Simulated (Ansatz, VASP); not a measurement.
# MgO: VASP beside Ansatz

The input INCAR:

```
SYSTEM = MgO
PREC = Accurate ; ENCUT = 520
EDIFF = 1E-6 ; ISMEAR = 0
SIGMA = 0.05 ; LREAL = .FALSE.
LASPH = .TRUE. ; NELM = 60
ALGO = Normal ; ISIF = 2
LWAVE = .FALSE. ; LCHARG = .FALSE.
GGA = PE ; NBANDS = 16
```

KPOINTS

```
Automatic mesh
0
G
  9 9 6
  0 0 0
```

The input POSCAR:

```
MgO
1.0
    3.5565000000      0.0000000000      0.0000000000
   -1.7782500000      3.0800193485      0.0000000000
    0.0000000000      0.0000000000      4.3242000000
Mg O
2 2
Direct
    0.6666666667      0.3333333333      0.7500000000
    0.3333333333      0.6666666667      0.2500000000
    0.6666666667      0.3333333333      0.2500000000
    0.3333333333      0.6666666667      0.7500000000
```

Input for Ansatz:

```yaml
crystal:
  lattice:
    - [3.5565, 0.0, 0.0]
    - [-1.77825, 3.0800193485, 0.0]
    - [0.0, 0.0, 4.3242]
  atoms:
    - { symbol: Mg, position: [0.6666666667, 0.3333333333, 0.75] }
    - { symbol: Mg, position: [0.3333333333, 0.6666666667, 0.25] }
    - { symbol: O, position: [0.6666666667, 0.3333333333, 0.25] }
    - { symbol: O, position: [0.3333333333, 0.6666666667, 0.75] }
basis:
  ecutwfc: 520.0
kpoints:
  mp_grid: { grid: [9, 9, 6] }
hamiltonian:
  xc: pbe
  pseudopotentials: { kind: paw, azcp: { folder: soft_1 } }
scf:
  occupations: { method: gaussian, width: 0.05 }
output:
  forces: true
  stress: true
  eigenvalues: true
```

Alike in both runs: task single point; functional PBE; k mesh 9 × 9 × 6; occupations gaussian, width 0.05 eV; no spin polarisation.

|  | VASP | Ansatz |
| --- | --- | --- |
| version | VASP 6.6.1 | Ansatz 0.2.0 |
| potentials or method | VASP PAW PBE potentials, release 64 (Mg, O), cutoff 520 eV | scalar-relativistic, plane waves, PAW |
| valence electrons in the cell | 16 | 32 |

|  | VASP | Ansatz | Ansatz less VASP |
| --- | --- | --- | --- |
| gap on the k mesh at the Fermi level (eV) | 3.04 | 3.06 | +0.021 |
| least direct gap on the mesh (eV) | 3.04 | 3.06 | +0.021 |
| pressure (GPa) | -5.1 | -4.6 | +0.57 |
| traceless stress, the component that is largest in VASP (GPa) | -1.01 | -0.91 | +0.098 |

With one functional, cell and mesh, what is left measures potentials, basis and numerics. VASP's potentials hold 16 valence electrons a cell and Ansatz's 32, so a difference there can come from the potentials and not from the codes.
